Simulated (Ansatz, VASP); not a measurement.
**One calculation of AlGaN2, two programs**

```
CELL_PARAMETERS angstrom
3.35356 0.00000 0.00000
0.00000 3.35356 0.00000
0.00000 0.00000 3.93406
ATOMIC_POSITIONS crystal
Al 0.50000 0.50000 0.50000
Ga 0.00000 0.00000 0.00000
N 0.50000 0.00000 0.73649
N 0.00000 0.50000 0.26351
```

Alike in both runs: functional LDA; k mesh 8 × 8 × 6; occupations gaussian, width 0.05 eV; no spin polarisation.

Ansatz relaxed the structure, and its values are those at the end. VASP's run is a single point on that final structure, the one shown.

|  | VASP | Ansatz |
| --- | --- | --- |
| version | VASP 6.6.1 | Ansatz 0.2.0 |
| potentials or method | VASP PAW LDA potentials, release 64 (Al, Ga_d, N), cutoff 520 eV | scalar-relativistic, plane waves, PAW |
| valence electrons in the cell | 26 | 26 |

```csv
,VASP,Ansatz,Ansatz less VASP
gap on the k mesh at the Fermi level (eV),2.48,2.47,-0.009
least direct gap on the mesh (eV),2.48,2.47,-0.009
pressure (GPa),-9.4,-10.2,-0.72
rms of the force components (eV/Å),0.010,0.000,-0.0095
```

Ansatz warns that its potentials were made for another functional, while VASP's fit it. LDA's correlation is that of Perdew and Zunger in VASP and of Perdew and Wang (1992) in Ansatz. Ansatz's warnings: stress scf threshold loose.
